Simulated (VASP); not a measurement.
A run of VASP 6.6.1:

File INCAR:

```
SYSTEM = CaO
ALGO = Normal ; EDIFF = 1E-7
ENCUT = 520 ; GGA = PE
ISIF = 2 ; ISMEAR = -1
LASPH = .True. ; LCHARG = .True.
LELF = .True. ; LREAL = .False.
LVHAR = .True. ; LWAVE = .False.
NBANDS = 15 ; NELM = 80
PREC = Accurate ; SIGMA = 0.05
```

The input KPOINTS:

```
k-points
0
Gamma
  11 11 11
  0 0 0
```

POSCAR

```
CaO
1.0
    0.0000000000      2.6732515112      2.6732515112
    2.6732515112      0.0000000000      2.6732515112
    2.6732515112      2.6732515112      0.0000000000
Ca O
1 1
Direct
    0.0000000000      0.0000000000      0.0000000000
    0.2500000000      0.2500000000      0.2500000000
```

Potentials or basis: VASP PAW PBE potentials, release 64 (Ca_sv, O).

The run is started by

```console
$ cat potpaw_PBE.64/Ca_sv/POTCAR potpaw_PBE.64/O/POTCAR > POTCAR
$ mpirun -np 1 vasp_std > vasp.out
```

Hardware: 1 thread of AMD EPYC 7R13 (shared host).

**Question.** How long does it take, and how much memory?

**Answer.** Wall time 88 s on 1 thread of AMD EPYC 7R13 (shared host), peak memory 0.15 GiB. Counts: scf iterations 15, k points 56.
